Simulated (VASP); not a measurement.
# C in VASP: single point with PBE

Aim: the single point of C with PBE.

Everything below comes from runs of VASP 6.6.1. Logs are shortened: lines on timing, memory, paths and dates and some standing lists are left out, and cuts for length are marked.

### Step 1. The cell of the first run

The cell holds a slab with vacuum, 19 atoms: a = 7.398 Å, b = 7.398 Å, c = 11.000 Å, α = 90.00°, β = 90.00°, γ = 120.00°.

### Step 2. Single point, PBE, collinear spin

Input file INCAR:

```
SYSTEM = C
ALGO = Normal
EDIFF = 1E-7
ENCUT = 520
GGA = PE
ISIF = 2
ISMEAR = -1
ISPIN = 2
LASPH = .True.
LCHARG = .False.
LORBIT = 11
LREAL = Auto
LWAVE = .False.
MAGMOM = 0 0 0 0 0 0 0 0 0 0 0 0 0 0 0 0 0 0 0.15
NBANDS = 57
NELM = 150
PREC = Accurate
SIGMA = 0.05
```

Input file KPOINTS:

```
k-points
0
Gamma
  2 2 1
  0 0 0
```

Input file POSCAR:

```
C
1.0
    7.3980000000      0.0000000000      0.0000000000
   -3.6990000000      6.4068560000      0.0000000000
    0.0000000000      0.0000000000     11.0000000000
C
19
Direct
   -0.0087816170     -0.0073983245      0.0922363636
    0.2258119903      0.1122079223      0.0846090909
   -0.0021997229      0.3286635442      0.0837636364
    0.2241730556      0.4474269439      0.0853454545
    0.0003726557      0.6672227376      0.0959909091
    0.2193292601      0.7707212399      0.0969545455
    0.3371218611     -0.0068052099      0.0875090909
    0.5593718233      0.1089301835      0.0756727273
    0.3305042472      0.3320817574      0.0943909091
    0.5486121816      0.4350183616      0.0822727273
    0.3275732461      0.6570929642      0.0947818182
    0.5498041684      0.7747637843      0.0995545455
    0.6550430720     -0.0137040695      0.0895545455
    0.8859163861      0.1004080629      0.0908272727
    0.6598301346      0.3233099043      0.0747636364
    0.8880469501      0.4364074985      0.0817000000
    0.6635159019      0.6500380218      0.1215727273
    0.8805760228      0.7678024916      0.1035454545
    0.5698176650      0.5127632024      0.2304181818
```

Potentials or basis: VASP PAW PBE potentials, release 64 (C).

Launch:

```
$ cat potpaw_PBE.64/C/POTCAR > POTCAR
$ mpirun -np 1 vasp_std > vasp.out
```

OUTCAR:

```text
SYSTEM = C
   EDIFF = 1E-7
   ENCUT = 520
   GGA = PE
   ISIF = 2
   ISMEAR = -1
   ISPIN = 2
   LASPH = .True.
   LORBIT = 11
   LREAL = Auto
   NELM = 150
   PREC = Accurate

 ion  position               nearest neighbor table
   1  0.991  0.993  0.092-  14 1.37  18 1.45   2 1.51
   2  0.226  0.112  0.085-   9 1.41   7 1.48   1 1.51
   3  0.998  0.329  0.084-  16 1.39   4 1.45  14 1.46
   4  0.224  0.447  0.085-  11 1.35   9 1.42   3 1.45
   5  0.000  0.667  0.096-   6 1.40  18 1.42  16 1.49
   6  0.219  0.771  0.097-   5 1.40  11 1.42   7 1.43
   7  0.337  0.993  0.088-   6 1.43   8 1.43   2 1.48
   8  0.559  0.109  0.076-  15 1.37  13 1.41   7 1.43
   9  0.331  0.332  0.094-  10 1.40   2 1.41   4 1.42
  10  0.549  0.435  0.082-   9 1.40  15 1.43  17 1.44  19 1.71
  11  0.328  0.657  0.095-   4 1.35   6 1.42  12 1.43
  12  0.550  0.775  0.100-  13 1.36  11 1.43  17 1.55
  13  0.655  0.986  0.090-  12 1.36   8 1.41  14 1.48
  14  0.886  0.100  0.091-   1 1.37   3 1.46  13 1.48
  15  0.660  0.323  0.075-   8 1.37  10 1.43  16 1.46
  16  0.888  0.436  0.082-   3 1.39  15 1.46   5 1.49
  17  0.664  0.650  0.122-  18 1.41  10 1.44  19 1.50  12 1.55
  18  0.881  0.768  0.104-  17 1.41   5 1.42   1 1.45
  19  0.570  0.513  0.230-  17 1.50  10 1.71

  LATTYP: Found a hexagonal cell.
 ALAT       =     7.3980000000
 C/A-ratio  =     1.4868883482

  Lattice vectors:

 A1 = (   7.3980000000,   0.0000000000,   0.0000000000)
 A2 = (  -3.6990000000,   6.4068560000,   0.0000000000)
 A3 = (   0.0000000000,   0.0000000000,  11.0000000000)

Analysis of symmetry for initial positions (statically):
=====================================================================
 Subroutine PRICEL returns:
 Original cell was already a primitive cell.

 Routine SETGRP: Setting up the symmetry group for a
 hexagonal supercell.

 Subroutine GETGRP returns: Found  1 space group operations
 (whereof  1 operations were pure point group operations)
 out of a pool of 24 trial point group operations.

The static configuration has the point symmetry C_1 .

Analysis of symmetry for dynamics (positions and initial velocities):
=====================================================================
 Subroutine PRICEL returns:
 Original cell was already a primitive cell.

 Routine SETGRP: Setting up the symmetry group for a
 hexagonal supercell.

 Subroutine GETGRP returns: Found  1 space group operations
 (whereof  1 operations were pure point group operations)
 out of a pool of 24 trial point group operations.

The dynamic configuration has the point symmetry C_1 .

Analysis of structural, dynamic, and magnetic symmetry:
=====================================================================
 Subroutine PRICEL returns:
 Original cell was already a primitive cell.

 Routine SETGRP: Setting up the symmetry group for a
 hexagonal supercell.

 Subroutine GETGRP returns: Found  1 space group operations
 (whereof  1 operations were pure point group operations)
 out of a pool of 24 trial point group operations.

The overall configuration has the point symmetry C_1 .

 Subroutine INISYM returns: Found  1 space group operations
 (whereof  1 operations are pure point group operations),
 and found     1 'primitive' translations

----------------------------------------------------------------------------------------

                                     Primitive cell

  volume of cell :     521.3771

  direct lattice vectors                    reciprocal lattice vectors
     7.398000000  0.000000000  0.000000000     0.135171668  0.078041398  0.000000000
    -3.699000000  6.406856000  0.000000000     0.000000000  0.156082796  0.000000000
     0.000000000  0.000000000 11.000000000     0.000000000  0.000000000  0.090909091

  length of vectors
     7.398000000  7.398000054 11.000000000     0.156082797  0.156082796  0.090909091

  position of ions in fractional coordinates (direct lattice)
     0.991218383  0.992601675  0.092236364
     0.225811990  0.112207922  0.084609091
     0.997800277  0.328663544  0.083763636
     0.224173056  0.447426944  0.085345455
     0.000372656  0.667222738  0.095990909
     0.219329260  0.770721240  0.096954545
[... 11 lines left out ...]
     0.880576023  0.767802492  0.103545455
     0.569817665  0.512763202  0.230418182

  ion indices of the primitive-cell ions
   primitive index   ion index
                 1           1
                 2           2
                 3           3
                 4           4
                 5           5
                 6           6
[... 11 lines left out ...]
                18          18
                19          19

----------------------------------------------------------------------------------------

 KPOINTS: k-points

Automatic generation of k-mesh.
 Grid dimensions read from file:
 generate k-points for:    2    2    1

 Generating k-lattice:

  Cartesian coordinates                     Fractional coordinates (reciprocal lattice)
     0.067585834  0.039020699  0.000000000     0.500000000 -0.000000000  0.000000000
     0.000000000  0.078041398  0.000000000     0.000000000  0.500000000  0.000000000
     0.000000000  0.000000000  0.090909091     0.000000000  0.000000000  1.000000000

  Length of vectors
     0.078041399  0.078041398  0.090909091

  Shift w.r.t. Gamma in fractional coordinates (k-lattice)
     0.000000000  0.000000000  0.000000000

 Subroutine IBZKPT returns following result:
 ===========================================

 Found      4 irreducible k-points:

 Following reciprocal coordinates:
            Coordinates               Weight
  0.000000  0.000000  0.000000      1.000000
  0.500000 -0.000000  0.000000      1.000000
  0.000000  0.500000  0.000000      1.000000
  0.500000  0.500000  0.000000      1.000000
   k-points           NKPTS =      4   k-points in BZ     NKDIM =      4   number of bands    NBANDS=     57
   number of dos      NEDOS =    301   number of ions     NIONS =     19
   total plane-waves  NPLWV = 263424
   dimension x,y,z NGX =    56 NGY =   56 NGZ =   84
   dimension x,y,z NGXF=   112 NGYF=  112 NGZF=  168
   ions per type =              19
   NGX,Y,Z   is equivalent  to a cutoff of  12.58, 12.58, 12.70 a.u.
   NGXF,Y,Z  is equivalent  to a cutoff of  25.17, 25.17, 25.39 a.u.
 SYSTEM =  C
   PREC   = accura    normal or accurate (medium, high low for compatibility)
   ISTART =      0    job   : 0-new  1-cont  2-samecut
   ICHARG =      2    charge: 1-file 2-atom 10-const
   ISPIN  =      2    spin polarized calculation?
   LNONCOLLINEAR =      F non collinear calculations
   LSORBIT =      F    spin-orbit coupling
   LASPH  =      T    aspherical Exc in radial PAW
   ENCUT  =  520.0 eV  38.22 Ry    6.18 a.u.  13.76 13.76 20.45*2*pi/ulx,y,z
   NELM   =    150;   NELMIN=  2; NELMDL= -5     # of ELM steps
   EDIFF  = 0.1E-06   stopping-criterion for ELM
   LREAL  =      T    real-space projection
   EDIFFG = 0.1E-05   stopping-criterion for IOM
   NSW    =      0    number of steps for IOM
   IBRION =     -1    ionic relax: 0-MD 1-quasi-New 2-CG
   NFREE  =      0    steps in history (QN), initial steepest desc. (CG)
   ISIF   =      2    stress and relaxation
   ISYM   =      2    0-nonsym 1-usesym 2-fastsym
   POTIM  = 0.5000    time-step for ionic-motion
   TEBEG  =    0.0;   TEEND  =   0.0 temperature during run
   PSTRESS=    0.0 pullay stress
   NELECT =      76.0000    total number of electrons
   NUPDOWN=      -1.0000    fix difference up-down
   EMIN   =  10.00;   EMAX   =-10.00  energy-range for DOS
   EFERMI =   0.00;   METHOD = LEGACY
   ISMEAR =    -1;   SIGMA  =   0.05  broadening in eV -4-tet -1-fermi 0-gaus
   EFERMI_NEDOS =   21; number of points for ismear=-14 and -15
   IALGO  =     38    algorithm
   IMIX   =      4    mixing-type and parameters
     AMIX     =   0.40;   BMIX     =  1.00
     AMIX_MAG =   1.60;   BMIX_MAG =  1.00
  volume/ion in A,a.u.               =      27.44       185.18
  Fermi-wavevector in a.u.,A,eV,Ry     =   0.861580  1.628149 10.099867  0.742319
  Thomas-Fermi vector in A             =   1.979254
   LORBIT       =     11    0 simple, 1 ext, 2 COOP (PROOUT), +10 PAW based schemes
   GGA     = PE    functional components
   LHFCALC =     F    Hartree Fock is set to
   AEXX    =    0.0000 exact exchange contribution
   IVDW    =     0    specifies the selected vdW correction
   LEPSILON=     F    determine dielectric tensor
   LRPA    =     F    only Hartree local field effects (RPA)
 spin polarized calculation
  energy-cutoff  :      520.00
  volume of cell :      521.38
 maximum number of plane-waves:     14099
 NGX is ok and might be reduce to    56
   NGX = 27   NGY = 27   NGZ = 41

 number of electron      76.0000000 magnetization       0.6862824

 Free energy of the ion-electron system (eV)
  ---------------------------------------------------
  ext. energy  EPLUGINS =         0.00000000
  ---------------------------------------------------
  free energy    TOTEN  =      -167.12448163 eV

  energy without entropy =     -167.08760312  energy(sigma->0) =     -167.10604237

 E-fermi :  -1.8221     XC(G=0):  -4.1843

 val. band max:       -1.8448195771   @ k =   0.5000  -0.0000   0.0000
 cond. band min:      -1.7184564581   @ k =   0.0000   0.0000   0.0000
 fundamental gap:      0.1263631190
 Fermi energy:        -1.8220931768

 spin component 1

 k-point     1 :       0.0000    0.0000    0.0000
  band No.  band energies     occupation
      1     -21.7981      1.00000
      2     -19.9652      1.00000
      3     -18.9385      1.00000
      4     -18.9074      1.00000
      5     -18.7076      1.00000
      6     -18.5716      1.00000
[... 42 lines left out ...]
     49       3.6936      0.00000
     50       4.1829      0.00000
[... 157 lines left out ...]
     49       4.2119      0.00000
     50       4.3496      0.00000
 Fermi energy:        -1.8220931768

 spin component 2

 k-point     1 :       0.0000    0.0000    0.0000
  band No.  band energies     occupation
      1     -21.7348      1.00000
      2     -19.8939      1.00000
      3     -18.9233      1.00000
      4     -18.8958      1.00000
      5     -18.6937      1.00000
      6     -18.5657      1.00000
[... 42 lines left out ...]
     49       3.7434      0.00000
     50       4.1988      0.00000
[... 157 lines left out ...]
     49       4.2325      0.00000
     50       4.3705      0.00000
 [bands above 50 left out]

------------------------ aborting loop because EDIFF is reached ----------------------------------------

  FORCE on cell =-STRESS in cart. coord.  units (eV):
  Direction    XX          YY          ZZ          XY          YZ          ZX
  --------------------------------------------------------------------------------------
  -------------------------------------------------------------------------------------
  Total        7.5801137      3.2314912      0.1938672     -0.7717546      0.2880027      0.1677593
  in kB       23.2934773      9.9302822      0.5957485     -2.3715803      0.8850244      0.5155195
  external PRESSURE =      11.2731693 kB  Pullay stress =       0.0000000 kB

 VOLUME and BASIS-vectors are now :
 -----------------------------------------------------------------------------
  energy-cutoff  :      520.00
  volume of cell :      521.38
      direct lattice vectors                 reciprocal lattice vectors
     7.398000000  0.000000000  0.000000000     0.135171668  0.078041398  0.000000000
    -3.699000000  6.406856000  0.000000000     0.000000000  0.156082796  0.000000000
     0.000000000  0.000000000 11.000000000     0.000000000  0.000000000  0.090909091

 POSITION                                       TOTAL-FORCE (eV/Angst)
 -----------------------------------------------------------------------------------
      3.66140      6.35946      1.01460         2.915000     -0.814401      0.355313
      1.25550      0.71890      0.93070        -0.729902     -2.593167      0.908607
      6.16600      2.10570      0.92140         0.821631     -0.960163      0.064840
      0.00340      2.86660      0.93880        -1.137700     -3.651709      0.834612
     -2.46530      4.27480      1.05590        -0.533318     -2.428746     -0.341049
     -1.22830      4.93790      1.06650         0.307897      1.283695     -0.635192
[... 11 lines left out ...]
      3.67440      4.91920      1.13900         3.016518      2.200617     -0.490737
      2.31880      3.28520      2.53460         0.541250     -0.742500      0.746065
 -----------------------------------------------------------------------------------
    total drift:                                0.018014      0.014924      0.008161

  FREE ENERGIE OF THE ION-ELECTRON SYSTEM (eV)
  ---------------------------------------------------
  free  energy   TOTEN  =      -167.1244816257 eV

  energy  without entropy=     -167.0876031150  energy(sigma->0) =     -167.10604237

 total charge

# of ion       s       p       d       tot
------------------------------------------
    1        0.859   1.764   0.000   2.622
    2        0.849   1.712   0.000   2.561
    3        0.857   1.762   0.000   2.619
    4        0.870   1.829   0.000   2.700
    5        0.858   1.767   0.000   2.625
    6        0.863   1.799   0.000   2.662
[... 11 lines left out ...]
   18        0.865   1.781   0.000   2.645
   19        1.001   1.235   0.000   2.236
--------------------------------------------------
tot         16.527  33.354   0.000  49.881

 magnetization (x)

# of ion       s       p       d       tot
------------------------------------------
    1       -0.000  -0.007   0.000  -0.008
    2        0.001   0.016   0.000   0.017
    3       -0.000  -0.003   0.000  -0.003
    4        0.001   0.008   0.000   0.008
    5       -0.000  -0.003   0.000  -0.003
    6        0.000  -0.001   0.000  -0.001
[... 11 lines left out ...]
   18        0.003   0.010   0.000   0.013
   19        0.016   0.287   0.000   0.303
--------------------------------------------------
tot          0.028   0.332   0.000   0.360
```

It took 8.8 min on 1 thread of AMD EPYC 7R13 (Zen 3), shared host; peak memory 0.74 GiB.

Results:

```
Free energy                                           : -167.1245 eV
Largest force                                         : 4.411 eV/Å
Net moment                                            : 0.69 μB per cell
Site moments                                          : C -0.01, +0.02, -0.00, +0.01, +0.00, +0.30 (each value once) μB
Valence electrons inside the program's atomic spheres : C 2.62, 2.56, 2.70, 2.66, 2.60, 2.69, 2.68, 2.72, 2.67, 2.63, 2.65, 2.24 (each value once)
```

Forces on the atoms (eV/Å):
```
C    2.915 -0.814  0.355
C   -0.730 -2.593  0.909
C    0.822 -0.960  0.065
C   -1.138 -3.652  0.835
C   -0.533 -2.429 -0.341
C    0.308  1.284 -0.635
C   -2.266  1.128 -0.264
C   -1.543 -1.985  0.633
C   -0.236 -0.766 -1.616
C    1.455 -0.954  0.834
C   -0.172  2.926 -0.186
C    0.456 -1.957  0.059
C    2.684  2.265 -0.167
C   -2.354  1.667 -0.392
C    1.864  1.477  0.030
C   -1.556  1.406  0.480
C   -3.534  2.498 -0.855
C    3.017  2.201 -0.491
C    0.541 -0.743  0.746
```

Caveat: the k points lie up to 0.49 Å⁻¹ apart; there is no dipole correction, which matters where the two faces differ.
